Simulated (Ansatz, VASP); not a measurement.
## SiC: VASP beside Ansatz

```
CELL_PARAMETERS angstrom
2.99923 0.00000 0.00000
-1.49961 2.59741 0.00000
0.00000 0.00000 5.07376
ATOMIC_POSITIONS crystal
Si 0.33333 0.66667 0.00456
Si 0.66667 0.33333 0.50456
C 0.33333 0.66667 0.38044
C 0.66667 0.33333 0.88044
```

Change from the starting cell: strain -0.0300 x Voigt [1, 1, 0, 0, 0, 0], atoms carried along.

Alike in both runs: task single point; functional PBE; k mesh 12 × 12 × 6; occupations gaussian, width 0.05 eV; no spin polarisation.

```csv
,VASP,Ansatz
version,VASP 6.6.1,Ansatz 0.2.0
potentials or method,"VASP PAW PBE potentials, release 64 (Si, C), cutoff 520 eV","scalar-relativistic, plane waves, PAW"
valence electrons in the cell,16,16
```

|  | VASP | Ansatz | Ansatz less VASP |
| --- | --- | --- | --- |
| gap on the k mesh at the Fermi level (eV) | 2.07 | 2.07 | +0.005 |
| least direct gap on the mesh (eV) | 4.34 | 4.34 | +0.005 |
| pressure (GPa) | 15.0 | 15.1 | +0.08 |
| traceless stress, the component that is largest in VASP (GPa) | -12.75 | -12.70 | +0.042 |
| rms of the force components (eV/Å) | 0.206 | 0.206 | +0.0006 |

Atom by atom the forces differ by 0.001 eV/Å (rms over components). With one functional, cell and mesh, what is left measures potentials, basis and numerics.
